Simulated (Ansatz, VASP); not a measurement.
BiTe in VASP and in Ansatz

```
Bi Te
1.0
     0.00000    3.26331    3.26331
     3.23500    0.02831    3.23500
     3.23500    3.23500    0.02831
Bi Te
1 1
Direct
  0.00000 0.00000 0.00000
  0.50000 0.50000 0.50000
```

Change from the starting cell: strain +0.0175 x Voigt [0, 0, 0, 1, 0, 0], atoms carried along.

Alike in both runs: task single point; functional PBEsol; k mesh 14 × 14 × 14; occupations gaussian, width 0.15 eV; no spin polarisation.

|  | VASP | Ansatz |
| --- | --- | --- |
| version | VASP 6.6.1 | Ansatz 0.2.0 |
| potentials or method | VASP PAW PBE potentials, release 64 (Bi_d, Te), cutoff 500 eV | scalar-relativistic, plane waves, PAW |
| valence electrons in the cell | 21 | 31 |

```tsv
	VASP	Ansatz	Ansatz less VASP
gap on the k mesh at the Fermi level (eV)	none	none	-
pressure (GPa)	-1.7	-1.7	+0.02
```

VASP's potentials were made for PBE, not for PBEsol. A gap of «none» marks a metal or a gap that the smearing closes. VASP's potentials hold 21 valence electrons a cell and Ansatz's 31, so a difference there can come from the potentials and not from the codes.

Neither program's run includes spin-orbit coupling.
